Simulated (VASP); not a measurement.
Wanted: the native input for a VASP 6.6.1 run.

| Quantity | Value |
| --- | --- |
| Task | single point |
| Functional | BLYP |
| Dispersion | D4 |
| Potentials or basis | VASP PAW PBE potentials, release 64 (Ga_d, N_h) |
| Cutoff | 1330 eV |
| k mesh | 10 × 10 × 10 |
| Occupations | fermi-dirac, width 0.05 eV |
| Spin | no spin polarisation |
| Dipole correction | no |
| Further INCAR settings | ALGO = Normal; EDIFF = 1e-06; NBANDS = 16 |

The structure of GaN lies in POSCAR:

```
GaN
1.0
    0.0000000000      2.2383759866      2.2383759866
    2.2383759866      0.0000000000      2.2383759866
    2.2383759866      2.2383759866      0.0000000000
Ga N
1 1
Direct
    0.0000000000      0.0000000000      0.0000000000
    0.2500000000      0.2500000000      0.2500000000
```

One way to write it, as run:

INCAR

```
  PREC = Accurate
  ENCUT = 1330
  EDIFF = 1E-6
  ISMEAR = -1
  SIGMA = 0.05
  LREAL = F
  LASPH = T
  NELM = 120
  ALGO = Normal
  ISIF = 2
  LWAVE = F
  LCHARG = F
  GGA = B5
  ALDAX = 1.0
  AGGAX = 1.0
  AGGAC = 1.0
  ALDAC = 0.0
  IVDW = 13
  VDW_S6 = 1.0
  VDW_S8 = 2.34076671
  VDW_A1 = 0.44488865
  VDW_A2 = 4.0933009
  NBANDS = 16
  GGA_COMPAT = F
```

KPOINTS

```
regular mesh
0
Gamma
  10 10 10
```

Potentials or basis: VASP PAW PBE potentials, release 64 (Ga_d, N_h).

Run with:

```bash
$ cat potpaw_PBE.64/Ga_d/POTCAR potpaw_PBE.64/N_h/POTCAR > POTCAR
$ mpirun -np 1 vasp_std > vasp.out
```

It gave:

```
Pressure                   : 4.4 GPa
Band gap on the k mesh     : 1.95 eV
Dispersion energy per atom : -0.781 eV
```

Caveat: the cell stands under pressure; the PAW data sets were made with another functional, which shifts forces and pressure a little.

Run time: 2.9 min on 1 thread of AMD EPYC 7R43 64-Core Processor (Zen 3) (shared host), peak memory 0.25 GiB.
